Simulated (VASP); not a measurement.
Here is a VASP 6.6.1 calculation.

INCAR

```
SYSTEM = Ca3Y
PREC = Accurate
ENCUT = 520
EDIFF = 1E-6
ISMEAR = -1
SIGMA = 0.1
LREAL = .FALSE.
LASPH = .TRUE.
NELM = 60
ALGO = Normal
ISIF = 2
LWAVE = .FALSE.
LCHARG = .FALSE.
GGA = PS
NBANDS = 28
```

File KPOINTS:

```
regular mesh
0
G
  5 5 5
  0 0 0
```

The input POSCAR:

```
Ca3Y
1.0
    0.0000000000      4.2455650000      4.2455650000
    4.2455650000      0.0000000000      4.2455650000
    4.2455650000      4.2455650000      0.0000000000
Ca Y
3 1
Direct
    0.2500000000      0.2500000000      0.2500000000
    0.7500000000      0.7500000000      0.7500000000
    0.5000000000      0.5000000000      0.5000000000
    0.0000000000      0.0000000000      0.0000000000
```

Potentials or basis: VASP PAW PBE potentials, release 64 (Ca_sv, Y_sv).

Run with:

```sh
$ cat potpaw_PBE.64/Ca_sv/POTCAR potpaw_PBE.64/Y_sv/POTCAR > POTCAR
$ mpirun -np 1 vasp_std > vasp.out
```

(1) Predict the pressure.

Answers

(1) -0.8 GPa.

Caveat: the PAW data sets were made with another functional, which shifts forces and pressure a little.
